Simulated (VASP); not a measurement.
Write the native input for VASP 6.6.1 that does the following.

* Task: single point
* Functional: PBE
* Potentials or basis: VASP PAW PBE potentials, release 64 (Mo_sv, Si)
* Cutoff: 520 eV
* k mesh: 10 × 10 × 10
* Occupations: fermi-dirac, width 0.05 eV
* Spin: no spin polarisation
* Dipole correction: no
* Further INCAR settings: ALGO = Normal; EDIFF = 1e-06; NBANDS = 18

The structure of Si2Mo (fluorite type) lies in POSCAR:

```
Si2Mo
1.0
    0.0000000000      2.9275809788      2.9275809788
    2.9275809788      0.0000000000      2.9275809788
    2.9275809788      2.9275809788      0.0000000000
Mo Si
1 2
Direct
    0.0000000000      0.0000000000      0.0000000000
    0.2500000000      0.2500000000      0.2500000000
    0.7500000000      0.7500000000      0.7500000000
```

These files were run (other wordings do the same):

INCAR

```
PREC = Accurate ; ENCUT = 520
EDIFF = 1E-6 ; ISMEAR = -1
SIGMA = 0.05 ; LREAL = False
LASPH = True ; NELM = 60
ALGO = Normal ; ISIF = 2
LWAVE = False ; LCHARG = False
GGA = PE ; NBANDS = 18
```

KPOINTS

```
Automatic mesh
0
Gamma
  10 10 10
```

Potentials or basis: VASP PAW PBE potentials, release 64 (Mo_sv, Si).

Command:

```bash
$ cat potpaw_PBE.64/Mo_sv/POTCAR potpaw_PBE.64/Si/POTCAR > POTCAR
$ mpirun -np 1 vasp_std > vasp.out
```

Results of the run:

| Property | Result |
| --- | --- |
| Pressure | 0.1 GPa |
| Band gap on the k mesh | zero (band 11 reaches 9.60 eV, above the bottom of band 12 at 8.36 eV) |

Run time: 17 s on 1 thread of AMD EPYC 9R45 96-Core Processor (Zen 5) (shared host), peak memory 0.16 GiB.
